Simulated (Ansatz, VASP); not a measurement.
# Ge in VASP and in Ansatz

```
Ge
1.0
     2.56971    0.00000    0.00000
     0.00000    2.56971    0.00000
     0.00000    0.00000    2.56971
Ge
1
Direct
  0.00000 0.00000 0.00000
```

Alike in both runs: task single point; functional r2SCAN; k mesh 13 × 13 × 13; occupations fermi-dirac, width 0.1 eV; no spin polarisation.

```csv
,VASP,Ansatz
version,VASP 6.6.1,Ansatz 0.2.0
potentials or method,"VASP PAW PBE potentials, release 64 (Ge_d), cutoff 520 eV","plane waves (500 eV) with PAW, scalar-relativistic"
valence electrons in the cell,14,14
```

|  | VASP | Ansatz | Ansatz less VASP |
| --- | --- | --- | --- |
| pressure (GPa) | 13.4 | 13.4 | -0.01 |

VASP's potentials were made for PBE, not for r2SCAN. The functional is the same, so the differences come from potentials, cutoffs and numerics.
